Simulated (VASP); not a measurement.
Runs of VASP 6.6.1 on Au. The structure is that of space group Fm-3m (No. 225), or close to it. The cells are those of the table. 

```csv
cell,gap on the mesh (eV),pressure (GPa)
"a = 2.936 Å, angles 60.0°, 1 atom",none,11.6
"a = 3.135 Å, angles 60.0°, 1 atom",none,-8.0
"a = 2.893 Å, angles 60.0°, 1 atom",none,19.9
"a = 3.059 Å, angles 60.0°, 1 atom",none,(a)
"a = 2.978 Å, angles 60.0°, 1 atom",none,(b)
```

Alike in all rows: task single point; level BLYP; potentials or basis VASP PAW PBE potentials, release 64 (Au); no spin polarisation; k mesh 21 × 21 × 21; cutoff (eV) 520; smearing fermi-dirac 0.1 eV.

**Question.** Fill in the values left out.

**Answer.** (a) -3.2; (b) 5.2.

Caveats: the PAW data sets were made with another functional, which shifts forces and pressure a little; spin-orbit coupling is left out, which moves the levels of the heavy elements.

A k mesh can miss the band edges, and the runs leave out spin-orbit coupling on Au.

A gap of «none» marks levels without a gap at the run's occupations.
